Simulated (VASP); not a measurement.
# TaAs (Fm-3m) in VASP: further runs, part 2 of 2

VASP 6.6.1.

## (4) Single point, PBE

This run uses another cell than the first one, of 18.25 Å³/atom.

Contents of INCAR:

```
SYSTEM = TaAs
  PREC = Accurate
  ENCUT = 500
  EDIFF = 1E-6
  ISMEAR = -4
  SIGMA = 0.1
  LREAL = .FALSE.
  LASPH = .TRUE.
  NELM = 120
  ALGO = Normal
  ISIF = 2
  LWAVE = .FALSE.
  LCHARG = .TRUE.
  GGA = PE
  LELF = .TRUE.
  LVHAR = .TRUE.
  NBANDS = 15
  GGA_COMPAT = .FALSE.
```

Contents of KPOINTS:

```
Automatic mesh
0
G
  12 12 12
  0 0 0
```

Contents of POSCAR:

```
TaAs
1.0
    0.0000000000      2.6328750318      2.6328750318
    2.6328750318      0.0000000000      2.6328750318
    2.6328750318      2.6328750318      0.0000000000
Ta As
1 1
Direct
    0.5000000000      0.5000000000      0.5000000000
    0.0000000000      0.0000000000      0.0000000000
```

Potentials or basis: VASP PAW PBE potentials, release 64 (Ta_pv, As).

Started as:

```
cat potpaw_PBE.64/Ta_pv/POTCAR potpaw_PBE.64/As/POTCAR > POTCAR
mpirun -np 1 vasp_std > vasp.out
```

OUTCAR:

```text
SYSTEM = TaAs
   PREC = Accurate
   ENCUT = 500
   EDIFF = 1E-6
   ISMEAR = -4
   LREAL = .FALSE.
   LASPH = .TRUE.
   NELM = 120
   ISIF = 2
   GGA = PE

 ion  position               nearest neighbor table
   1  0.500  0.500  0.500-   2 2.63   2 2.63   2 2.63   2 2.63   2 2.63   2 2.63
   2  0.000  0.000  0.000-   1 2.63   1 2.63   1 2.63   1 2.63   1 2.63   1 2.63

  LATTYP: Found a face centered cubic cell.
 ALAT       =     5.2657500636

  Lattice vectors:

 A1 = (   0.0000000000,   2.6328750318,   2.6328750318)
 A2 = (   2.6328750318,   0.0000000000,   2.6328750318)
 A3 = (   2.6328750318,   2.6328750318,   0.0000000000)

Analysis of symmetry for initial positions (statically):
=====================================================================
 Subroutine PRICEL returns:
 Original cell was already a primitive cell.

 Routine SETGRP: Setting up the symmetry group for a
 face centered cubic supercell.

 Subroutine GETGRP returns: Found 48 space group operations
 (whereof 48 operations were pure point group operations)
 out of a pool of 48 trial point group operations.

The static configuration has the point symmetry O_h .

Analysis of symmetry for dynamics (positions and initial velocities):
[... 167 lines left out ...]

 k-point     1 :       0.0000    0.0000    0.0000
  band No.  band energies     occupation
      1     -28.3545      2.00000
      2     -28.3545      2.00000
      3     -28.3545      2.00000
      4      -7.0335      2.00000
      5       5.6166      2.00000
      6       5.6166      2.00000
      7       5.6166      2.00000
      8       6.3341      2.00000
      9       6.3341      2.00000
     10       6.7447      1.99729
     11       6.7447      0.67368
     12       6.7447      0.35347
     13      10.9094      0.00000
     14      14.5700      0.00000
[... 401 lines left out ...]
      2     -28.3884      2.00000
      3     -28.3700      2.00000
      4      -4.5646      2.00000
      5      -0.1053      2.00000
      6       2.4041      2.00000
      7       2.7120      2.00000
      8       7.6537      0.16851
      9       7.8944      0.00000
     10       8.1595      0.00000
     11      10.9192      0.00000
     12      11.8300      0.00000
     13      12.5250      0.00000
     14      15.6673      0.00000
     15      16.2540      0.00000

 [... further k-points ...]
[... 5 lines left out ...]
  --------------------------------------------------------------------------------------
  -------------------------------------------------------------------------------------
  Total        0.1347202      0.1347202      0.1347202     -0.0000000     -0.0000000     -0.0000000
  in kB        5.9132010      5.9132010      5.9132010     -0.0000000     -0.0000000     -0.0000000
  external PRESSURE =       5.9132010 kB  Pullay stress =       0.0000000 kB

 VOLUME and BASIS-vectors are now :
 -----------------------------------------------------------------------------
  energy-cutoff  :      500.00
  volume of cell :       36.50
      direct lattice vectors                 reciprocal lattice vectors
     0.000000000  2.632875032  2.632875032    -0.189906469  0.189906469  0.189906469
     2.632875032  0.000000000  2.632875032     0.189906469 -0.189906469  0.189906469
     2.632875032  2.632875032  0.000000000     0.189906469  0.189906469 -0.189906469

 POSITION                                       TOTAL-FORCE (eV/Angst)
 -----------------------------------------------------------------------------------
      2.63288      2.63288      2.63288         0.000000      0.000000      0.000000
      0.00000      0.00000      0.00000        -0.000000     -0.000000     -0.000000
 -----------------------------------------------------------------------------------
    total drift:                                0.000000      0.000000      0.000000

  FREE ENERGIE OF THE ION-ELECTRON SYSTEM (eV)
  ---------------------------------------------------
  free  energy   TOTEN  =       -16.3727660933 eV

  energy  without entropy=      -16.3727660933  energy(sigma->0) =      -16.37276609
```

OSZICAR:

```text
N       E                     dE             d eps       ncg     rms          rms(c)
DAV:   1     0.854173957748E+02    0.85417E+02   -0.83075E+03  2160   0.992E+02
DAV:   2    -0.151196893709E+02   -0.10054E+03   -0.95435E+02  2776   0.257E+02
DAV:   3    -0.173842049673E+02   -0.22645E+01   -0.22348E+01  2601   0.344E+01
DAV:   4    -0.173961443378E+02   -0.11939E-01   -0.11933E-01  2657   0.276E+00
DAV:   5    -0.173962312575E+02   -0.86920E-04   -0.86919E-04  2580   0.229E-01    0.132E+01
DAV:   6    -0.164025829932E+02    0.99365E+00   -0.15590E+00  2461   0.107E+01    0.525E+00
DAV:   7    -0.163794326570E+02    0.23150E-01   -0.12838E-01  2566   0.260E+00    0.230E+00
DAV:   8    -0.163731678313E+02    0.62648E-02   -0.12686E-02  2293   0.688E-01    0.224E-01
DAV:   9    -0.163727767431E+02    0.39109E-03   -0.15936E-03  2454   0.291E-01    0.102E-01
DAV:  10    -0.163727825798E+02   -0.58368E-05   -0.27350E-04  2461   0.167E-01    0.191E-02
DAV:  11    -0.163727683675E+02    0.14212E-04   -0.22314E-05  2538   0.480E-02    0.109E-02
DAV:  12    -0.163727661212E+02    0.22462E-05   -0.33569E-06  2643   0.153E-02    0.238E-03
DAV:  13    -0.163727660933E+02    0.27942E-07   -0.16919E-07  1178   0.414E-03
   1 F= -.16372766E+02 E0= -.16372766E+02  d E =0.000000E+00
```

It took 59 s on 1 thread of Intel Xeon 8259CL, shared host; peak memory 0.18 GiB.

Results:

```
Free energy            : -16.3728 eV
Pressure               : 0.6 GPa
Band gap on the k mesh : zero (bands 8 and 9 overlap by 2.17 eV)
```

Levels at points of the mesh, in eV from the Fermi level:
```
           k point  band 4  band 5  band 6  band 7  band 8  band 9  band 10  band 11  band 12  band 13
(0.00, 0.00, 0.00)  -14.24   -1.59   -1.59   -1.59   -0.87   -0.87    -0.46    -0.46    -0.46     3.70
(0.50, 0.00, 0.00)  -11.67   -7.84   -4.67   -4.67    0.85    0.85     1.31     2.79     6.29     6.29
(0.50, 0.50, 0.00)  -12.35   -5.50   -3.52   -2.48   -2.48    0.22     1.00     1.64     1.64     4.08
```

Caveat: spin-orbit coupling is left out, which moves the levels of the heavy elements; tetrahedron occupations give inexact forces and stress in metals.

## (5) Single point, PBE

This run uses another cell than the first one, of 18.25 Å³/atom.

Contents of INCAR:

```
ALGO = Normal
EDIFF = 1E-6
ENCUT = 500
GGA = PE
GGA_COMPAT = False
ISIF = 2
ISMEAR = 0
LASPH = True
LCHARG = True
LELF = True
LREAL = False
LVHAR = True
LWAVE = False
NBANDS = 15
NELM = 120
PREC = Accurate
SIGMA = 0.05
```

Contents of KPOINTS:

```
k-points
0
Gamma
  12 12 12
```

POSCAR is that of step 4.

Potentials or basis: VASP PAW PBE potentials, release 64 (Ta_pv, As).

Started as:

```
cat potpaw_PBE.64/Ta_pv/POTCAR potpaw_PBE.64/As/POTCAR > POTCAR
mpirun -np 1 vasp_std > vasp.out
```

OUTCAR:

```text
EDIFF = 1E-6
   ENCUT = 500
   GGA = PE
   ISIF = 2
   ISMEAR = 0
   LASPH = True
   LREAL = False
   NELM = 120
   PREC = Accurate

 ion  position               nearest neighbor table
   1  0.500  0.500  0.500-   2 2.63   2 2.63   2 2.63   2 2.63   2 2.63   2 2.63
   2  0.000  0.000  0.000-   1 2.63   1 2.63   1 2.63   1 2.63   1 2.63   1 2.63

  LATTYP: Found a face centered cubic cell.
 ALAT       =     5.2657500636

  Lattice vectors:

 A1 = (   0.0000000000,   2.6328750318,   2.6328750318)
 A2 = (   2.6328750318,   0.0000000000,   2.6328750318)
 A3 = (   2.6328750318,   2.6328750318,   0.0000000000)

Analysis of symmetry for initial positions (statically):
=====================================================================
 Subroutine PRICEL returns:
 Original cell was already a primitive cell.

 Routine SETGRP: Setting up the symmetry group for a
 face centered cubic supercell.

 Subroutine GETGRP returns: Found 48 space group operations
 (whereof 48 operations were pure point group operations)
 out of a pool of 48 trial point group operations.

The static configuration has the point symmetry O_h .

Analysis of symmetry for dynamics (positions and initial velocities):
=====================================================================
 Subroutine PRICEL returns:
 Original cell was already a primitive cell.

 Routine SETGRP: Setting up the symmetry group for a
 face centered cubic supercell.

 Subroutine GETGRP returns: Found 48 space group operations
 (whereof 48 operations were pure point group operations)
 out of a pool of 48 trial point group operations.

The dynamic configuration has the point symmetry O_h .

 Subroutine INISYM returns: Found 48 space group operations
 (whereof 48 operations are pure point group operations),
 and found     1 'primitive' translations

----------------------------------------------------------------------------------------

                                     Primitive cell
[... 114 lines left out ...]
  Thomas-Fermi vector in A             =   2.377887
   LORBIT       =      0    0 simple, 1 ext, 2 COOP (PROOUT), +10 PAW based schemes
   GGA     = PE    functional components
   LHFCALC =     F    Hartree Fock is set to
   AEXX    =    0.0000 exact exchange contribution
   IVDW    =     0    specifies the selected vdW correction
   LEPSILON=     F    determine dielectric tensor
   LRPA    =     F    only Hartree local field effects (RPA)
 non-spin polarized calculation
 Gauss-broadening in eV      SIGMA  =   0.05
  energy-cutoff  :      500.00
  volume of cell :       36.50
 maximum number of plane-waves:       944
   NGX = 13   NGY = 13   NGZ = 13

 number of electron      15.9999999 magnetization

 Free energy of the ion-electron system (eV)
  ---------------------------------------------------
  ext. energy  EPLUGINS =         0.00000000
  ---------------------------------------------------
  free energy    TOTEN  =       -16.41449327 eV

  energy without entropy =      -16.41165720  energy(sigma->0) =      -16.41307523

 E-fermi :   7.2173     XC(G=0): -11.6558

 val. band max:        7.2059562371   @ k =   0.3333   0.2500   0.0833
 cond. band min:       7.2202288402   @ k =  -0.3333   0.0833   0.0000
 fundamental gap:      0.0142726031
 Fermi energy:         7.2173201146

 k-point     1 :       0.0000    0.0000    0.0000
  band No.  band energies     occupation
      1     -28.3682      2.00000
      2     -28.3682      2.00000
      3     -28.3682      2.00000
      4      -7.0304      2.00000
      5       5.6115      2.00000
      6       5.6115      2.00000
      7       5.6115      2.00000
      8       6.3279      2.00000
      9       6.3279      2.00000
     10       6.7488      2.00000
     11       6.7488      2.00000
     12       6.7488      2.00000
     13      10.9108      0.00000
     14      14.5687      0.00000
[... 401 lines left out ...]
      2     -28.4021      2.00000
      3     -28.3837      2.00000
      4      -4.5603      2.00000
      5      -0.1050      2.00000
      6       2.4038      2.00000
      7       2.7114      2.00000
      8       7.6477      0.00000
      9       7.8870      0.00000
     10       8.1536      0.00000
     11      10.9152      0.00000
     12      11.8288      0.00000
     13      12.5217      0.00000
     14      15.6660      0.00000
     15      16.2531      0.00000

 [... further k-points ...]
[... 5 lines left out ...]
  --------------------------------------------------------------------------------------
  -------------------------------------------------------------------------------------
  Total        0.0942255      0.0942255      0.0942255      0.0000000     -0.0000000     -0.0000000
  in kB        4.1357867      4.1357867      4.1357867      0.0000000     -0.0000000     -0.0000000
  external PRESSURE =       4.1357867 kB  Pullay stress =       0.0000000 kB

 VOLUME and BASIS-vectors are now :
 -----------------------------------------------------------------------------
  energy-cutoff  :      500.00
  volume of cell :       36.50
      direct lattice vectors                 reciprocal lattice vectors
     0.000000000  2.632875032  2.632875032    -0.189906469  0.189906469  0.189906469
     2.632875032  0.000000000  2.632875032     0.189906469 -0.189906469  0.189906469
     2.632875032  2.632875032  0.000000000     0.189906469  0.189906469 -0.189906469

 POSITION                                       TOTAL-FORCE (eV/Angst)
 -----------------------------------------------------------------------------------
      2.63288      2.63288      2.63288         0.000000     -0.000000     -0.000000
      0.00000      0.00000      0.00000        -0.000000      0.000000      0.000000
 -----------------------------------------------------------------------------------
    total drift:                                0.000000      0.000000      0.000000

  FREE ENERGIE OF THE ION-ELECTRON SYSTEM (eV)
  ---------------------------------------------------
  free  energy   TOTEN  =       -16.4144932702 eV

  energy  without entropy=      -16.4116571968  energy(sigma->0) =      -16.41307523
```

It took 54 s on 1 thread of Intel Xeon 8259CL, shared host; peak memory 0.18 GiB.

What came out:

| Item | Value |
| --- | --- |
| Free energy | -16.4145 eV |
| Pressure | 0.4 GPa |
| Band gap on the k mesh | zero (bands 8 and 9 overlap by 2.17 eV) |

Levels at points of the mesh, in eV from the Fermi level:
```
           k point  band 5  band 6  band 7  band 8  band 9  band 10  band 11  band 12
(0.00, 0.00, 0.00)   -1.61   -1.61   -1.61   -0.89   -0.89    -0.47    -0.47    -0.47
(0.50, 0.00, 0.00)   -7.86   -4.68   -4.68    0.83    0.83     1.30     2.78     6.28
(0.50, 0.50, 0.00)   -5.51   -3.53   -2.49   -2.49    0.21     0.98     1.62     1.62
```

Caveat: spin-orbit coupling is left out, which moves the levels of the heavy elements.

## (6) Single point, PBEsol

This run uses another cell than the first one, of 18.25 Å³/atom.

Contents of INCAR:

```
PREC = Accurate
ENCUT = 500
EDIFF = 1E-6
ISMEAR = 0
SIGMA = 0.05
LREAL = F
LASPH = T
NELM = 120
ALGO = Normal
ISIF = 2
LWAVE = F
LCHARG = F
GGA = PS
NBANDS = 15
GGA_COMPAT = F
```

Contents of KPOINTS:

```
regular mesh
0
Gamma
  12 12 12
```

POSCAR is that of step 5.

Potentials or basis: VASP PAW PBE potentials, release 64 (Ta_pv, As).

Started as:

```
cat potpaw_PBE.64/Ta_pv/POTCAR potpaw_PBE.64/As/POTCAR > POTCAR
mpirun -np 1 vasp_std > vasp.out
```

Run time: 47 s. Hardware: 1 thread of Intel Xeon 8259CL, shared host; peak memory 0.18 GiB.

The run converged. Its results:

```yaml
Free_energy: -17.6657 eV
Pressure: -4.9 GPa
Band_gap_on_the_k_mesh: zero (bands 8 and 9 overlap by 2.17 eV)
```

Levels at points of the mesh, in eV from the Fermi level:
| k point | band 5 | band 6 | band 7 | band 8 | band 9 | band 10 | band 11 | band 12 |
| --- | --- | --- | --- | --- | --- | --- | --- | --- |
| (0.00, 0.00, 0.00) | -1.61 | -1.61 | -1.61 | -0.88 | -0.88 | -0.44 | -0.44 | -0.44 |
| (0.50, 0.00, 0.00) | -7.86 | -4.67 | -4.67 | 0.83 | 0.83 | 1.29 | 2.77 | 6.30 |
| (0.50, 0.50, 0.00) | -5.49 | -3.54 | -2.46 | -2.46 | 0.21 | 0.95 | 1.62 | 1.62 |

Caveat: the cell stands under tension; the PAW data sets were made with another functional, which shifts forces and pressure a little; spin-orbit coupling is left out, which moves the levels of the heavy elements.

## (7) Summary

| level | cell | smearing | gap on the mesh (eV) | pressure (GPa) |
| --- | --- | --- | --- | --- |
| PBE | a = 3.727 Å, angles 60.0°, 2 atoms | gaussian 0.05 eV | none | -0.1 |
| PBE | a = 3.723 Å, angles 60.0°, 2 atoms | gaussian 0.05 eV | none | 0.4 |
| PBE | a = 3.723 Å, angles 60.0°, 2 atoms | tetrahedron | none | 0.6 |
| PBEsol | a = 3.723 Å, angles 60.0°, 2 atoms | gaussian 0.05 eV | none | -4.9 |

Alike in all rows: task single point; potentials or basis VASP PAW PBE potentials, release 64 (Ta_pv, As); no spin polarisation; k mesh 12 × 12 × 12; cutoff (eV) 500.

Caveats: spin-orbit coupling is left out, which moves the levels of the heavy elements; tetrahedron occupations give inexact forces and stress in metals (at least some runs); the cell stands under tension (at least some runs); the PAW data sets were made with another functional, which shifts forces and pressure a little (at least some runs).

Absolute energies hang on the potentials; compare differences alone.
